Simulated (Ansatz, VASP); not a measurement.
# One calculation of GaP, two programs

```
CELL_PARAMETERS angstrom
0.00000 2.80716 2.80716
2.80716 0.00000 2.80716
2.80716 2.80716 0.00000
ATOMIC_POSITIONS crystal
Ga 0.00000 0.00000 0.00000
P 0.25000 0.25000 0.25000
```

Change from the starting cell: hydrostatic strain +3.0%.

Alike in both runs: task single point; functional PBE; k mesh 8 × 8 × 8; occupations fermi-dirac, width 0.02 eV; no spin polarisation.

|  | VASP | Ansatz |
| --- | --- | --- |
| version | VASP 6.6.1 | Ansatz 0.2.0 |
| potentials or method | VASP PAW PBE potentials, release 64 (Ga_d, P) | plane waves, PAW |
| plane-wave cutoff (eV) | 520 | 420 |
| valence electrons in the cell | 18 | 18 |

|  | VASP | Ansatz | Ansatz less VASP |
| --- | --- | --- | --- |
| gap on the k mesh at the Fermi level (eV) | 1.11 | 1.11 | +0.004 |
| pressure (GPa) | -3.9 | -3.9 | -0.01 |
